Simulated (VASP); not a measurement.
# KBr (P6_3/mmc) in VASP: a series of runs

Aim: see how the results for KBr move with the level of theory and the settings. Levels: PBE, r2SCAN. Tasks: single point.

Everything below comes from runs of VASP 6.6.1. Logs are shortened: lines on timing, memory, paths and dates and some standing lists are left out, and cuts for length are marked.

## 1. The cell of the first run

The structure is hexagonal, space group P6_3/mmc (No. 194). Conventional cell: a = 4.559 Å, b = 4.559 Å, c = 8.442 Å, α = 90.00°, β = 90.00°, γ = 120.00°. Within 4.6 Å of K (site symmetry -3m) lie 6 Br at 3.37 Å and 8 K at 4.22 to 4.56 Å. Within 4.6 Å of Br (site symmetry -6m2) lie 6 K at 3.37 Å and 6 Br at 4.56 Å.

## 2. Single point, PBE (uniaxial z strain +5.3%)

INCAR reads:

```
PREC = Accurate
ENCUT = 520
EDIFF = 1E-7
ISMEAR = -1
SIGMA = 0.02
LREAL = False
LASPH = True
NELM = 60
ALGO = Normal
ISIF = 2
LWAVE = False
LCHARG = False
GGA = PE
NBANDS = 24
```

KPOINTS reads:

```
regular mesh
0
Gamma
  6 6 4
```

POSCAR reads:

```
KBr
1.0
    4.5592982998      0.0000000000      0.0000000000
   -2.2796491499      3.9484681511      0.0000000000
    0.0000000000      0.0000000000      8.4419201727
K Br
2 2
Direct
    0.0000000000      0.0000000000      0.0000000000
    0.0000000000      0.0000000000      0.5000000000
    0.3333333333      0.6666666667      0.2500000000
    0.6666666667      0.3333333333      0.7500000000
```

Potentials or basis: VASP PAW PBE potentials, release 64 (K_sv, Br).

Run with:

```bash
$ cat potpaw_PBE.64/K_sv/POTCAR potpaw_PBE.64/Br/POTCAR > POTCAR
$ mpirun -np 1 vasp_std > vasp.out
```

OUTCAR:

```text
PREC = Accurate
   ENCUT = 520
   EDIFF = 1E-7
   ISMEAR = -1
   LREAL = False
   LASPH = True
   NELM = 60
   ISIF = 2
   GGA = PE

 ion  position               nearest neighbor table
   1  0.000  0.000  0.000-
   2  0.000  0.000  0.500-
   3  0.333  0.667  0.250-
   4  0.667  0.333  0.750-

  LATTYP: Found a hexagonal cell.
 ALAT       =     4.5592982998
 C/A-ratio  =     1.8515832081

  Lattice vectors:

 A1 = (   4.5592982998,   0.0000000000,   0.0000000000)
 A2 = (  -2.2796491499,   3.9484681511,   0.0000000000)
 A3 = (   0.0000000000,   0.0000000000,   8.4419201727)

Analysis of symmetry for initial positions (statically):
=====================================================================
 Subroutine PRICEL returns:
 Original cell was already a primitive cell.

 Routine SETGRP: Setting up the symmetry group for a
 hexagonal supercell.

 Subroutine GETGRP returns: Found 24 space group operations
 (whereof 12 operations were pure point group operations)
 out of a pool of 24 trial point group operations.

The static configuration has the point symmetry D_3d.
 The point group associated with its full space group is D_6h.

Analysis of symmetry for dynamics (positions and initial velocities):
=====================================================================
 Subroutine PRICEL returns:
 Original cell was already a primitive cell.

 Routine SETGRP: Setting up the symmetry group for a
 hexagonal supercell.

 Subroutine GETGRP returns: Found 24 space group operations
 (whereof 12 operations were pure point group operations)
 out of a pool of 24 trial point group operations.

The dynamic configuration has the point symmetry D_3d.
 The point group associated with its full space group is D_6h.

 Subroutine INISYM returns: Found 24 space group operations
 (whereof 12 operations are pure point group operations),
 and found     1 'primitive' translations

----------------------------------------------------------------------------------------

                                     Primitive cell

  volume of cell :     151.9735

  direct lattice vectors                    reciprocal lattice vectors
     4.559298300  0.000000000  0.000000000     0.219331997  0.126631387  0.000000000
    -2.279649150  3.948468151  0.000000000     0.000000000  0.253262775  0.000000000
     0.000000000  0.000000000  8.441920173     0.000000000  0.000000000  0.118456462

  length of vectors
     4.559298300  4.559298300  8.441920173     0.253262775  0.253262775  0.118456462

  position of ions in fractional coordinates (direct lattice)
     0.000000000  0.000000000  0.000000000
     0.000000000  0.000000000  0.500000000
     0.333333333  0.666666667  0.250000000
     0.666666667  0.333333333  0.750000000

  ion indices of the primitive-cell ions
   primitive index   ion index
                 1           1
                 2           2
                 3           3
                 4           4

----------------------------------------------------------------------------------------

 KPOINTS: regular mesh

Automatic generation of k-mesh.
 Grid dimensions read from file:
 generate k-points for:    6    6    4

 Generating k-lattice:

  Cartesian coordinates                     Fractional coordinates (reciprocal lattice)
     0.036555333  0.021105231  0.000000000     0.166666667 -0.000000000  0.000000000
     0.000000000  0.042210462  0.000000000     0.000000000  0.166666667  0.000000000
     0.000000000  0.000000000  0.029614116     0.000000000  0.000000000  0.250000000

  Length of vectors
     0.042210462  0.042210462  0.029614116

  Shift w.r.t. Gamma in fractional coordinates (k-lattice)
     0.000000000  0.000000000  0.000000000

 Subroutine IBZKPT returns following result:
 ===========================================

 Found     21 irreducible k-points:

 Following reciprocal coordinates:
            Coordinates               Weight
  0.000000  0.000000  0.000000      1.000000
  0.166667 -0.000000  0.000000      6.000000
  0.333333  0.000000  0.000000      6.000000
  0.500000 -0.000000  0.000000      3.000000
  0.166667  0.166667  0.000000      6.000000
  0.333333  0.166667  0.000000     12.000000
[... 13 lines left out ...]
  0.333333  0.166667  0.500000     12.000000
  0.333333  0.333333  0.500000      2.000000
   k-points           NKPTS =     21   k-points in BZ     NKDIM =     21   number of bands    NBANDS=     24
   number of dos      NEDOS =    301   number of ions     NIONS =      4
   total plane-waves  NPLWV =  82944
   dimension x,y,z NGX =    36 NGY =   36 NGZ =   64
   dimension x,y,z NGXF=    72 NGYF=   72 NGZF=  128
   ions per type =               2   2
   NGX,Y,Z   is equivalent  to a cutoff of  13.13, 13.13, 12.60 a.u.
   NGXF,Y,Z  is equivalent  to a cutoff of  26.25, 26.25, 25.21 a.u.
 SYSTEM =  unknown system
   PREC   = accura    normal or accurate (medium, high low for compatibility)
   ISTART =      0    job   : 0-new  1-cont  2-samecut
   ICHARG =      2    charge: 1-file 2-atom 10-const
   ISPIN  =      1    spin polarized calculation?
   LNONCOLLINEAR =      F non collinear calculations
   LSORBIT =      F    spin-orbit coupling
   LASPH  =      T    aspherical Exc in radial PAW
   ENCUT  =  520.0 eV  38.22 Ry    6.18 a.u.   8.48  8.48 15.70*2*pi/ulx,y,z
   NELM   =     60;   NELMIN=  2; NELMDL= -5     # of ELM steps
   EDIFF  = 0.1E-06   stopping-criterion for ELM
   LREAL  =      F    real-space projection
   EDIFFG = 0.1E-05   stopping-criterion for IOM
   NSW    =      0    number of steps for IOM
   IBRION =     -1    ionic relax: 0-MD 1-quasi-New 2-CG
   NFREE  =      0    steps in history (QN), initial steepest desc. (CG)
   ISIF   =      2    stress and relaxation
   ISYM   =      2    0-nonsym 1-usesym 2-fastsym
   POTIM  = 0.5000    time-step for ionic-motion
   TEBEG  =    0.0;   TEEND  =   0.0 temperature during run
   PSTRESS=    0.0 pullay stress
   NELECT =      32.0000    total number of electrons
   NUPDOWN=      -1.0000    fix difference up-down
   EMIN   =  10.00;   EMAX   =-10.00  energy-range for DOS
   EFERMI =   0.00;   METHOD = LEGACY
   ISMEAR =    -1;   SIGMA  =   0.02  broadening in eV -4-tet -1-fermi 0-gaus
   EFERMI_NEDOS =   21; number of points for ismear=-14 and -15
   IALGO  =     38    algorithm
   IMIX   =      4    mixing-type and parameters
     AMIX     =   0.40;   BMIX     =  1.00
     AMIX_MAG =   1.60;   BMIX_MAG =  1.00
  volume/ion in A,a.u.               =      37.99       256.39
  Fermi-wavevector in a.u.,A,eV,Ry     =   0.973947  1.840494 12.906128  0.948574
  Thomas-Fermi vector in A             =   2.104368
   LORBIT       =      0    0 simple, 1 ext, 2 COOP (PROOUT), +10 PAW based schemes
   GGA     = PE    functional components
   LHFCALC =     F    Hartree Fock is set to
   AEXX    =    0.0000 exact exchange contribution
   IVDW    =     0    specifies the selected vdW correction
   LEPSILON=     F    determine dielectric tensor
   LRPA    =     F    only Hartree local field effects (RPA)
 non-spin polarized calculation
  energy-cutoff  :      520.00
  volume of cell :      151.97
 maximum number of plane-waves:      4136
 NGX is ok and might be reduce to    36
   NGX = 17   NGY = 17   NGZ = 31

 number of electron      32.0000000 magnetization

 Free energy of the ion-electron system (eV)
  ---------------------------------------------------
  ext. energy  EPLUGINS =         0.00000000
  ---------------------------------------------------
  free energy    TOTEN  =       -12.33091268 eV

  energy without entropy =      -12.33091268  energy(sigma->0) =      -12.33091268

 E-fermi :  -1.3762     XC(G=0):  -7.1521

 val. band max:       -1.8034125030   @ k =   0.0000   0.0000   0.0000
 cond. band min:       2.3081716638   @ k =   0.0000   0.0000   0.0000
 fundamental gap:      4.1115841668
 Fermi energy:        -1.3761724443

 k-point     1 :       0.0000    0.0000    0.0000
  band No.  band energies     occupation
      1     -29.9436      2.00000
      2     -29.9374      2.00000
      3     -14.3817      2.00000
      4     -14.1459      2.00000
      5     -13.4189      2.00000
      6     -13.4189      2.00000
[... 16 lines left out ...]
     23       6.1378      0.00000
     24       6.1378      0.00000

 k-point     2 :       0.1667   -0.0000    0.0000
  band No.  band energies     occupation
      1     -29.9424      2.00000
      2     -29.9364      2.00000
      3     -14.3257      2.00000
      4     -14.1844      2.00000
      5     -13.4255      2.00000
      6     -13.4241      2.00000
[... 16 lines left out ...]
     23       6.3900      0.00000
     24       6.4648      0.00000

 k-point     3 :       0.3333    0.0000    0.0000
  band No.  band energies     occupation
      1     -29.9401      2.00000
      2     -29.9343      2.00000
      3     -14.2828      2.00000
      4     -14.1506      2.00000
      5     -13.4664      2.00000
      6     -13.4346      2.00000
[... 16 lines left out ...]
     23       7.0543      0.00000
     24       7.3787      0.00000

 k-point     4 :       0.5000   -0.0000    0.0000
  band No.  band energies     occupation
      1     -29.9390      2.00000
      2     -29.9333      2.00000
      3     -14.3084      2.00000
      4     -14.0540      2.00000
      5     -13.4865      2.00000
      6     -13.4850      2.00000
[... 16 lines left out ...]
     23       7.3895      0.00000
     24       7.5720      0.00000

 k-point     5 :       0.1667    0.1667    0.0000
  band No.  band energies     occupation
      1     -29.9407      2.00000
      2     -29.9348      2.00000
      3     -14.2354      2.00000
      4     -14.2278      2.00000
      5     -13.4522      2.00000
      6     -13.4415      2.00000
[... 370 lines left out ...]
 k-point    19 :       0.1667    0.1667    0.5000
  band No.  band energies     occupation
      1     -29.9378      2.00000
      2     -29.9378      2.00000
      3     -14.2274      2.00000
      4     -14.2274      2.00000
      5     -13.4474      2.00000
      6     -13.4474      2.00000
[... 16 lines left out ...]
     23       7.2914      0.00000
     24       7.2914      0.00000

 k-point    20 :       0.3333    0.1667    0.5000
  band No.  band energies     occupation
      1     -29.9361      2.00000
      2     -29.9361      2.00000
      3     -14.1989      2.00000
      4     -14.1989      2.00000
      5     -13.4540      2.00000
      6     -13.4540      2.00000
[... 16 lines left out ...]
     23       7.3466      0.00000
     24       7.3466      0.00000

 k-point    21 :       0.3333    0.3333    0.5000
  band No.  band energies     occupation
      1     -29.9356      2.00000
      2     -29.9356      2.00000
      3     -14.1872      2.00000
      4     -14.1872      2.00000
      5     -13.4716      2.00000
      6     -13.4716      2.00000
[... 16 lines left out ...]
     23       6.9898      0.00000
     24       6.9965      0.00000

------------------------ aborting loop because EDIFF is reached ----------------------------------------

  FORCE on cell =-STRESS in cart. coord.  units (eV):
  Direction    XX          YY          ZZ          XY          YZ          ZX
  --------------------------------------------------------------------------------------
  -------------------------------------------------------------------------------------
  Total        0.2145600      0.2145600     -0.7809153      0.0000000      0.0000000      0.0000000
  in kB        2.2619946      2.2619946     -8.2327820      0.0000000      0.0000000      0.0000000
  external PRESSURE =      -1.2362643 kB  Pullay stress =       0.0000000 kB

 VOLUME and BASIS-vectors are now :
 -----------------------------------------------------------------------------
  energy-cutoff  :      520.00
  volume of cell :      151.97
      direct lattice vectors                 reciprocal lattice vectors
     4.559298300  0.000000000  0.000000000     0.219331997  0.126631387  0.000000000
    -2.279649150  3.948468151  0.000000000     0.000000000  0.253262775  0.000000000
     0.000000000  0.000000000  8.441920173     0.000000000  0.000000000  0.118456462

 POSITION                                       TOTAL-FORCE (eV/Angst)
 -----------------------------------------------------------------------------------
      0.00000      0.00000      0.00000        -0.000000     -0.000000      0.000000
      0.00000      0.00000      4.22096         0.000000     -0.000000      0.000000
     -0.00000      2.63231      2.11048        -0.000000      0.000000     -0.000000
      2.27965      1.31616      6.33144         0.000000     -0.000000      0.000000
 -----------------------------------------------------------------------------------
    total drift:                               -0.000000      0.000000     -0.000000

  FREE ENERGIE OF THE ION-ELECTRON SYSTEM (eV)
  ---------------------------------------------------
  free  energy   TOTEN  =       -12.3309126806 eV

  energy  without entropy=      -12.3309126806  energy(sigma->0) =      -12.33091268
```

Wall time 50 s (1 thread of AMD EPYC 9R45 (Zen 5), shared host); peak memory 0.26 GiB.

What came out:

- Free energy: -12.3309 eV
- Pressure: -0.1 GPa
- Band gap on the k mesh: 4.11 eV

Stress tensor (GPa, compression positive):
```
 0.23  0.00  0.00
 0.00  0.23  0.00
 0.00  0.00 -0.82
```

Levels at points of the mesh, in eV from the valence-band top:
| k point | band 13 | band 14 | band 15 | band 16 | band 17 | band 18 | band 19 | band 20 |
| --- | --- | --- | --- | --- | --- | --- | --- | --- |
| (0.00, 0.00, 0.00) | -0.21 | -0.21 | 0.00 | 0.00 | 4.11 | 6.41 | 6.55 | 7.54 |
| (0.50, 0.00, 0.00) | -0.62 | -0.59 | -0.33 | -0.25 | 6.09 | 6.63 | 6.64 | 7.36 |
| (0.00, 0.00, 0.50) | -0.11 | -0.11 | -0.11 | -0.11 | 5.25 | 5.25 | 7.00 | 7.00 |
| (0.50, 0.00, 0.50) | -0.54 | -0.54 | -0.29 | -0.29 | 6.46 | 6.46 | 6.66 | 6.66 |

Caveat: the cell differs from its parent crystal (uniaxial z strain +5.3%).

## 3. Single point, r2SCAN (uniaxial z strain +5.3%)

POSCAR is that of step 2.

INCAR.step1 reads:

```
ALGO = Normal
EDIFF = 1E-4
ENCUT = 520
GGA = PE
ISMEAR = 0
LASPH = T
LCHARG = F
LREAL = F
LWAVE = T
NBANDS = 24
NELM = 60
PREC = Accurate
SIGMA = 0.01
```

INCAR.step2 reads:

```
ALGO = Normal
EDIFF = 1E-7
ENCUT = 520
ISIF = 2
ISMEAR = 0
ISTART = 1
LASPH = T
LCHARG = T
LELF = T
LMIXTAU = T
LREAL = F
LVHAR = T
LWAVE = F
METAGGA = R2SCAN
NBANDS = 24
NELM = 60
PREC = Accurate
SIGMA = 0.01
```

KPOINTS reads:

```
k-points
0
Gamma
  6 6 4
```

Potentials or basis: VASP PAW PBE potentials, release 64 (K_sv, Br).

Run with:

```bash
$ cat potpaw_PBE.64/K_sv/POTCAR potpaw_PBE.64/Br/POTCAR > POTCAR
$ cp INCAR.step1 INCAR
$ mpirun -np 1 vasp_std > vasp.out
$ cp INCAR.step2 INCAR
$ mpirun -np 1 vasp_std > vasp.out
```

Run time: 4 min. Hardware: 1 thread of AMD EPYC 9R45 (Zen 5), shared host; peak memory 0.3 GiB.

It converged, with:

- Free energy: -46.3582 eV
- Pressure: -0.8 GPa
- Band gap on the k mesh: 4.74 eV

Stress tensor (GPa, compression positive):
```
-0.40  0.00  0.00
 0.00 -0.40  0.00
 0.00  0.00 -1.51
```

Levels at points of the mesh, in eV from the valence-band top:
| k point | band 13 | band 14 | band 15 | band 16 | band 17 | band 18 | band 19 | band 20 |
| --- | --- | --- | --- | --- | --- | --- | --- | --- |
| (0.00, 0.00, 0.00) | -0.20 | -0.20 | 0.00 | 0.00 | 4.74 | 6.99 | 7.14 | 8.19 |
| (0.50, 0.00, 0.00) | -0.62 | -0.60 | -0.33 | -0.26 | 6.63 | 7.20 | 7.25 | 8.14 |
| (0.00, 0.00, 0.50) | -0.10 | -0.10 | -0.10 | -0.10 | 5.88 | 5.88 | 7.58 | 7.58 |
| (0.50, 0.00, 0.50) | -0.54 | -0.54 | -0.29 | -0.29 | 7.03 | 7.03 | 7.27 | 7.27 |

Caveat: the cell differs from its parent crystal (uniaxial z strain +5.3%); the PAW data sets were made with another functional, which shifts forces and pressure a little.
